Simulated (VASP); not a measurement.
# BAs (I-4m2) in VASP: notebook

The runs below take BAs through single point, with PBE.

All numbers are computed with VASP 6.6.1; they aren't measurements. Logs are shortened: lines on timing, memory, paths and dates and some standing lists are left out, and cuts for length are marked.

## Step 1: The cell of the first run

It takes space group I-4m2 (No. 119, tetragonal). The conventional cell has a = 3.378 Å, b = 3.378 Å, c = 4.873 Å, α = 90.00°, β = 90.00°, γ = 90.00°. B (site symmetry -4m2) has 4 As at 2.08 Å within 2.8 Å. As (site symmetry -4m2) has 4 B at 2.08 Å within 2.8 Å.

## Step 2: Single point, PBE (zz strain of +2 %)

File INCAR:

```
SYSTEM = BAs
PREC = Accurate
ENCUT = 520
EDIFF = 1E-6
ISMEAR = -1
SIGMA = 0.03
LREAL = .False.
LASPH = .True.
NELM = 60
ALGO = Normal
ISIF = 2
LWAVE = .False.
LCHARG = .True.
GGA = PE
LELF = .True.
LVHAR = .True.
NBANDS = 11
```

File KPOINTS:

```
Automatic mesh
0
Gamma
  15 15 15
  0 0 0
```

File POSCAR:

```
BAs
1.0
    0.0000000000      2.3885000000      2.4362700000
    2.3885000000      0.0000000000      2.4362700000
    2.3885000000      2.3885000000      0.0000000000
B As
1 1
Direct
    0.0000000000      0.0000000000      0.0000000000
    0.7500000000      0.7500000000      0.7500000000
```

Potentials or basis: VASP PAW PBE potentials, release 64 (B, As).

Launch:

```console
$ cat potpaw_PBE.64/B/POTCAR potpaw_PBE.64/As/POTCAR > POTCAR
$ mpirun -np 1 vasp_std > vasp.out
```

OUTCAR:

```text
SYSTEM = BAs
   PREC = Accurate
   ENCUT = 520
   EDIFF = 1E-6
   ISMEAR = -1
   LREAL = .False.
   LASPH = .True.
   NELM = 60
   ISIF = 2
   GGA = PE

 ion  position               nearest neighbor table
   1  0.000  0.000  0.000-   2 2.08   2 2.08   2 2.08   2 2.08
   2  0.750  0.750  0.750-   1 2.08   1 2.08   1 2.08   1 2.08

  LATTYP: Found a body centered tetragonal cell.
 ALAT       =     3.3778490937
 C/A-ratio  =     1.4424978336

  Lattice vectors:

 A1 = (  -2.3885000000,   0.0000000000,   2.4362700000)
 A2 = (   2.3885000000,   0.0000000000,   2.4362700000)
 A3 = (   0.0000000000,   2.3885000000,  -2.4362700000)

Analysis of symmetry for initial positions (statically):
=====================================================================
 Subroutine PRICEL returns:
 Original cell was already a primitive cell.

 Routine SETGRP: Setting up the symmetry group for a
 body centered tetragonal supercell.

 Subroutine GETGRP returns: Found  8 space group operations
 (whereof  8 operations were pure point group operations)
 out of a pool of 16 trial point group operations.

The static configuration has the point symmetry D_2d.

Analysis of symmetry for dynamics (positions and initial velocities):
=====================================================================
 Subroutine PRICEL returns:
 Original cell was already a primitive cell.

 Routine SETGRP: Setting up the symmetry group for a
 body centered tetragonal supercell.

 Subroutine GETGRP returns: Found  8 space group operations
 (whereof  8 operations were pure point group operations)
 out of a pool of 16 trial point group operations.

The dynamic configuration has the point symmetry D_2d.

 Subroutine INISYM returns: Found  8 space group operations
 (whereof  8 operations are pure point group operations),
 and found     1 'primitive' translations

----------------------------------------------------------------------------------------

                                     Primitive cell

  volume of cell :      27.7975

  direct lattice vectors                    reciprocal lattice vectors
     0.000000000  2.388500000  2.436270000    -0.209336404  0.209336404  0.205231768
     2.388500000  0.000000000  2.436270000     0.209336404 -0.209336404  0.205231768
     2.388500000  2.388500000  0.000000000     0.209336404  0.209336404 -0.205231768

  length of vectors
     3.411794801  3.411794801  3.377849094     0.360227065  0.360227065  0.360227065

  position of ions in fractional coordinates (direct lattice)
     0.000000000  0.000000000  0.000000000
     0.750000000  0.750000000  0.750000000

  ion indices of the primitive-cell ions
   primitive index   ion index
                 1           1
                 2           2

----------------------------------------------------------------------------------------

 KPOINTS: Automatic mesh

Automatic generation of k-mesh.
 Grid dimensions read from file:
 generate k-points for:   15   15   15

 Generating k-lattice:

  Cartesian coordinates                     Fractional coordinates (reciprocal lattice)
    -0.013955760  0.013955760  0.013682118     0.066666667  0.000000000  0.000000000
     0.013955760 -0.013955760  0.013682118     0.000000000  0.066666667  0.000000000
     0.013955760  0.013955760 -0.013682118     0.000000000  0.000000000  0.066666667

  Length of vectors
     0.024015138  0.024015138  0.024015138

  Shift w.r.t. Gamma in fractional coordinates (k-lattice)
     0.000000000  0.000000000  0.000000000

 Subroutine IBZKPT returns following result:
 ===========================================

 Found    288 irreducible k-points:

 Following reciprocal coordinates:
            Coordinates               Weight
  0.000000  0.000000  0.000000      1.000000
  0.066667  0.000000  0.000000      8.000000
  0.133333  0.000000  0.000000      8.000000
  0.200000 -0.000000  0.000000      8.000000
  0.266667  0.000000  0.000000      8.000000
  0.333333  0.000000  0.000000      8.000000
[... 16 lines left out ...]
  0.133333  0.133333  0.000000      2.000000
  0.200000  0.133333  0.000000      8.000000
 [... further k-points ...]
   k-points           NKPTS =    288   k-points in BZ     NKDIM =    288   number of bands    NBANDS=     11
   number of dos      NEDOS =    301   number of ions     NIONS =      2
   total plane-waves  NPLWV =  21952
   dimension x,y,z NGX =    28 NGY =   28 NGZ =   28
   dimension x,y,z NGXF=    56 NGYF=   56 NGZF=   56
   ions per type =               1   1
   NGX,Y,Z   is equivalent  to a cutoff of  13.64, 13.64, 13.78 a.u.
   NGXF,Y,Z  is equivalent  to a cutoff of  27.29, 27.29, 27.56 a.u.
 SYSTEM =  BAs
   PREC   = accura    normal or accurate (medium, high low for compatibility)
   ISTART =      0    job   : 0-new  1-cont  2-samecut
   ICHARG =      2    charge: 1-file 2-atom 10-const
   ISPIN  =      1    spin polarized calculation?
   LNONCOLLINEAR =      F non collinear calculations
   LSORBIT =      F    spin-orbit coupling
   LASPH  =      T    aspherical Exc in radial PAW
   ENCUT  =  520.0 eV  38.22 Ry    6.18 a.u.   6.34  6.34  6.28*2*pi/ulx,y,z
   NELM   =     60;   NELMIN=  2; NELMDL= -5     # of ELM steps
   EDIFF  = 0.1E-05   stopping-criterion for ELM
   LREAL  =      F    real-space projection
   EDIFFG = 0.1E-04   stopping-criterion for IOM
   NSW    =      0    number of steps for IOM
   IBRION =     -1    ionic relax: 0-MD 1-quasi-New 2-CG
   NFREE  =      0    steps in history (QN), initial steepest desc. (CG)
   ISIF   =      2    stress and relaxation
   ISYM   =      2    0-nonsym 1-usesym 2-fastsym
   POTIM  = 0.5000    time-step for ionic-motion
   TEBEG  =    0.0;   TEEND  =   0.0 temperature during run
   PSTRESS=    0.0 pullay stress
   NELECT =       8.0000    total number of electrons
   NUPDOWN=      -1.0000    fix difference up-down
   EMIN   =  10.00;   EMAX   =-10.00  energy-range for DOS
   EFERMI =   0.00;   METHOD = LEGACY
   ISMEAR =    -1;   SIGMA  =   0.03  broadening in eV -4-tet -1-fermi 0-gaus
   EFERMI_NEDOS =   21; number of points for ismear=-14 and -15
   IALGO  =     38    algorithm
   IMIX   =      4    mixing-type and parameters
     AMIX     =   0.40;   BMIX     =  1.00
     AMIX_MAG =   1.60;   BMIX_MAG =  1.00
  volume/ion in A,a.u.               =      13.90        93.79
  Fermi-wavevector in a.u.,A,eV,Ry     =   1.080860  2.042530 15.895126  1.168259
  Thomas-Fermi vector in A             =   2.216862
   LORBIT       =      0    0 simple, 1 ext, 2 COOP (PROOUT), +10 PAW based schemes
   GGA     = PE    functional components
   LHFCALC =     F    Hartree Fock is set to
   AEXX    =    0.0000 exact exchange contribution
   IVDW    =     0    specifies the selected vdW correction
   LEPSILON=     F    determine dielectric tensor
   LRPA    =     F    only Hartree local field effects (RPA)
 non-spin polarized calculation
  energy-cutoff  :      520.00
  volume of cell :       27.80
 maximum number of plane-waves:       764
 NGX is ok and might be reduce to    28
   NGX = 13   NGY = 13   NGZ = 13

 number of electron       8.0000000 magnetization

 Free energy of the ion-electron system (eV)
  ---------------------------------------------------
  ext. energy  EPLUGINS =         0.00000000
  ---------------------------------------------------
  free energy    TOTEN  =       -11.40908625 eV

  energy without entropy =      -11.40908625  energy(sigma->0) =      -11.40908625

 E-fermi :   6.4840     XC(G=0): -10.4992

 val. band max:        5.9743601031   @ k =   0.0000   0.0000   0.0000
 cond. band min:       7.0223514983   @ k =   0.4000   0.0000   0.4000
 fundamental gap:      1.0479913952
 Fermi energy:         6.4839821894

 k-point     1 :       0.0000    0.0000    0.0000
  band No.  band energies     occupation
      1      -9.3121      2.00000
      2       5.7804      2.00000
      3       5.9744      2.00000
      4       5.9744      2.00000
      5       9.1217      0.00000
      6       9.1217      0.00000
      7       9.2486      0.00000
      8      10.3409      0.00000
      9      15.3991      0.00000
     10      18.4951      0.00000
     11      19.0498      0.00000

 k-point     2 :       0.0667    0.0000    0.0000
  band No.  band energies     occupation
      1      -9.2403      2.00000
      2       5.1908      2.00000
      3       5.7133      2.00000
      4       5.8345      2.00000
      5       9.2378      0.00000
      6       9.3108      0.00000
      7       9.4234      0.00000
      8      10.7753      0.00000
      9      15.6941      0.00000
     10      17.8954      0.00000
     11      18.3723      0.00000

 k-point     3 :       0.1333    0.0000    0.0000
  band No.  band energies     occupation
      1      -9.0264      2.00000
      2       3.7679      2.00000
      3       5.3634      2.00000
      4       5.5079      2.00000
      5       9.1918      0.00000
      6       9.7587      0.00000
      7       9.8315      0.00000
      8      11.8180      0.00000
      9      16.4242      0.00000
     10      17.2076      0.00000
     11      17.5767      0.00000

 k-point     4 :       0.2000   -0.0000    0.0000
  band No.  band energies     occupation
      1      -8.6756      2.00000
      2       2.1924      2.00000
      3       4.9690      2.00000
      4       5.1353      2.00000
      5       9.0067      0.00000
      6      10.2472      0.00000
      7      10.2767      0.00000
      8      12.9290      0.00000
      9      16.8167      0.00000
     10      17.1169      0.00000
     11      17.1502      0.00000
[... 239 lines left out ...]
 k-point    22 :      -0.0667    0.0667    0.0000
  band No.  band energies     occupation
      1      -9.1187      2.00000
      2       4.5731      2.00000
      3       4.9912      2.00000
      4       5.8572      2.00000
      5       9.3301      0.00000
      6       9.3438      0.00000
      7       9.8586      0.00000
      8      11.3750      0.00000
      9      16.1556      0.00000
     10      17.3889      0.00000
     11      17.9950      0.00000

 k-point    23 :       0.1333    0.1333    0.0000
  band No.  band energies     occupation
      1      -8.9400      2.00000
      2       4.1633      2.00000
      3       4.7390      2.00000
      4       4.7390      2.00000
      5       8.5275      0.00000
      6      10.7850      0.00000
      7      10.7850      0.00000
      8      11.3862      0.00000
      9      15.5495      0.00000
     10      16.7950      0.00000
     11      19.4578      0.00000

 k-point    24 :       0.2000    0.1333    0.0000
  band No.  band energies     occupation
      1      -8.6858      2.00000
      2       3.0598      2.00000
      3       4.3335      2.00000
      4       4.4383      2.00000
      5       8.5387      0.00000
      6      10.8803      0.00000
      7      11.4045      0.00000
      8      11.9067      0.00000
      9      15.4007      0.00000
     10      17.5681      0.00000
     11      19.2240      0.00000

 [... further k-points ...]
[... 5 lines left out ...]
  --------------------------------------------------------------------------------------
  -------------------------------------------------------------------------------------
  Total        0.3510869      0.3510869     -0.3655379      0.0000000      0.0000000     -0.0000000
  in kB       20.2357511     20.2357511    -21.0686709      0.0000000      0.0000000     -0.0000000
  external PRESSURE =       6.4676104 kB  Pullay stress =       0.0000000 kB

 VOLUME and BASIS-vectors are now :
 -----------------------------------------------------------------------------
  energy-cutoff  :      520.00
  volume of cell :       27.80
      direct lattice vectors                 reciprocal lattice vectors
     0.000000000  2.388500000  2.436270000    -0.209336404  0.209336404  0.205231768
     2.388500000  0.000000000  2.436270000     0.209336404 -0.209336404  0.205231768
     2.388500000  2.388500000  0.000000000     0.209336404  0.209336404 -0.205231768

 POSITION                                       TOTAL-FORCE (eV/Angst)
 -----------------------------------------------------------------------------------
      0.00000      0.00000      0.00000         0.000000      0.000000      0.000000
      3.58275      3.58275      3.65440        -0.000000     -0.000000     -0.000000
 -----------------------------------------------------------------------------------
    total drift:                                0.000000      0.000000      0.000000

  FREE ENERGIE OF THE ION-ELECTRON SYSTEM (eV)
  ---------------------------------------------------
  free  energy   TOTEN  =       -11.4090862524 eV

  energy  without entropy=      -11.4090862524  energy(sigma->0) =      -11.40908625
```

Run time: 76 s. Hardware: 1 thread of Intel Xeon 6975P-C (Granite Rapids), shared host; peak memory 0.23 GiB.

Results:

- Free energy: -11.4091 eV
- Pressure: 0.6 GPa
- Band gap on the k mesh: 1.05 eV, indirect (least direct gap 3.15 eV)

Stress tensor (GPa, compression positive):
```
 2.02  0.00  0.00
 0.00  2.02  0.00
 0.00  0.00 -2.11
```

Caveat: the cell differs from its parent crystal (zz strain of +2 %). A k mesh can miss the band edges.

(Continued in part 2 of 2.)
